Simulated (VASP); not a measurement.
Crystal: AsI.

```
As I
1.0
     0.00000    3.17949    3.17949
     3.17949    0.00000    3.17949
     3.17949    3.17949    0.00000
As I
1 1
Direct
  0.00000 0.00000 0.00000
  0.50000 0.50000 0.50000
```

- Program: VASP 6.6.1
- Task: relaxation of cell and atoms
- Functional: PBE
- Potentials or basis: VASP PAW PBE potentials, release 64 (As, I)
- Cutoff: 600 eV
- k mesh: 16 × 16 × 16
- Occupations: gaussian, width 0.1 eV
- Spin: no spin polarisation

At the start: pressure -3.3 GPa; volume 32.14 Å³/atom.

Problem. Where does the relaxation end?

Solution. Over 3 steps the energy falls by 33.1 meV/atom and the volume is 29.22 Å³/atom (-9.1 %); space group Fm-3m (No. 225, to 0.05 Å).

Step by step:
```tsv
step	energy change (eV)	largest force (eV/Å)	pressure (GPa)	volume (Å³)
1	0.0000	0.0000	-3.30	64.28
2	-0.0663	0.0000	0.10	58.31
3	-0.0663	0.0000	0.00	58.44
```

Final structure:
```
As I
1.0
     0.00000    3.08002    3.08002
     3.08002    0.00000    3.08002
     3.08002    3.08002    0.00000
As I
1 1
Direct
  0.00000 0.00000 0.00000
  0.50000 0.50000 0.50000
```
